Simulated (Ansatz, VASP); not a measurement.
MgO: VASP beside Ansatz

File INCAR:

```
SYSTEM = MgO
ALGO = Normal
EDIFF = 1E-6
ENCUT = 600
GGA = CA
GGA_COMPAT = .False.
ISIF = 2
ISMEAR = -1
LASPH = .True.
LCHARG = .False.
LREAL = .False.
LWAVE = .False.
NBANDS = 11
NELM = 120
PREC = Accurate
SIGMA = 0.05
```

Contents of KPOINTS:

```
k-points
0
Gamma
  15 15 15
  0 0 0
```

The input POSCAR:

```
MgO
1.0
    0.0000000000      2.0796222308      2.0796222308
    2.0796222308      0.0000000000      2.0796222308
    2.0796222308      2.0796222308      0.0000000000
Mg O
1 1
Direct
    0.0000000000      0.0000000000      0.0000000000
    0.5000000000      0.5000000000      0.5000000000
```

Input for Ansatz:

```yaml
crystal:
  lattice:
    - [0.0, 2.0796222308, 2.0796222308]
    - [2.0796222308, 0.0, 2.0796222308]
    - [2.0796222308, 2.0796222308, 0.0]
  atoms:
    - { symbol: Mg, position: [0.0, 0.0, 0.0] }
    - { symbol: O, position: [0.5, 0.5, 0.5] }
kpoints:
  mp_grid: { grid: [15, 15, 15] }
  band_path:
    path:
      - [0.0, 0.0, 0.0]
      - [0.5, 0.0, 0.5]
      - [0.625, 0.25, 0.625]
      - [0.375, 0.375, 0.75]
      - [0.0, 0.0, 0.0]
      - [0.5, 0.5, 0.5]
      - [0.5, 0.25, 0.75]
      - [0.5, 0.0, 0.5]
    npoints: 8
scf:
  occupations: { method: fermi_dirac, width: 0.05 }
hamiltonian:
  xc: lda
  pseudopotentials: { kind: paw }
output:
  forces: true
  stress: true
  eigenvalues: true
  populations: true
  dos: { projected: true, de: 0.2, e_range: [-14, 8] }
```

Change from the starting cell: volume scaled by 1, PAW files.

Alike in both runs: task single point; functional LDA; k mesh 15 × 15 × 15; occupations fermi-dirac, width 0.05 eV; no spin polarisation.

```csv
,VASP,Ansatz
version,VASP 6.6.1,Ansatz 0.2.0
potentials or method,"VASP PAW LDA potentials, release 64 (Mg, O)","PAW with Ansatz's default frozen-core files, scalar-relativistic"
plane-wave cutoff (eV),600,420
valence electrons in the cell,8,16
```

```csv
,VASP,Ansatz,Ansatz less VASP
gap on the k mesh at the Fermi level (eV),5.04,5.03,-0.002
pressure (GPa),-2.0,0.0,+1.94
```

LDA's correlation is that of Perdew and Zunger in VASP and of Perdew and Wang (1992) in Ansatz. VASP's potentials hold 8 valence electrons a cell and Ansatz's 16, so a difference there can come from the potentials and not from the codes.
